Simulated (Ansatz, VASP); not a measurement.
Given: the input of a run of Ansatz 0.2.0 on Ir.

Contents of input.yaml:

```yaml
crystal:
  lattice:
    - [0.0, 1.9531703226, 1.9531703226]
    - [1.9531703226, 0.0, 1.9531703226]
    - [1.9531703226, 1.9531703226, 0.0]
  atoms:
    - { symbol: Ir, position: [0.0, 0.0, 0.0] }
hamiltonian:
  xc: { exchange: pbe, correlation: none }
  pseudopotentials: { kind: paw }
kpoints:
  mp_grid: { grid: [12, 12, 12] }
scf:
  occupations: { method: tetrahedron }
output:
  forces: true
  stress: true
```

Potentials or basis: Ansatz PAW.

Command:

```sh
$ ansatz run input.yaml --threads 1 --pin off --max-ram 2560MiB --backend cpu --events-out ev --progress --plain --runs-dir out
```

Question: Set up the same calculation for VASP 6.6.1. Potentials there: VASP PAW PBE potentials, release 64 (Ir).

Answer: As run (the cutoff follows the program's own potentials):

The input INCAR:

```
AGGAC = 0.0
ALDAC = 0.0
ALGO = Normal
EDIFF = 1E-6
ENCUT = 520
GGA = PE
ISIF = 2
ISMEAR = -5
LASPH = T
LCHARG = T
LELF = T
LREAL = F
LVHAR = T
LWAVE = F
NBANDS = 10
NELM = 100
PREC = Accurate
SIGMA = 0.05
```

The input KPOINTS:

```
k-points
0
Gamma
  12 12 12
```

The input POSCAR:

```
Ir
1.0
    0.0000000000      1.9531703226      1.9531703226
    1.9531703226      0.0000000000      1.9531703226
    1.9531703226      1.9531703226      0.0000000000
Ir
1
Direct
    0.0000000000      0.0000000000      0.0000000000
```

Potentials or basis: VASP PAW PBE potentials, release 64 (Ir).

Launch:

```sh
$ cat potpaw_PBE.64/Ir/POTCAR > POTCAR
$ mpirun -np 1 vasp_std > vasp.out
```

Both were run:

|  | VASP | Ansatz | Ansatz less VASP |
| --- | --- | --- | --- |
| gap on the k mesh at the Fermi level (eV) | none | none | - |
| pressure (GPa) | 25.2 | 24.4 | -0.82 |

VASP's potentials were made for PBE, not for PBE exchange alone. A gap of «none» marks a metal or a gap that the smearing closes. With one functional, cell and mesh, what is left measures potentials, basis and numerics. VASP's potentials hold 9 valence electrons a cell and Ansatz's 17, so a difference there can come from the potentials and not from the codes.

Neither program's run includes spin-orbit coupling.
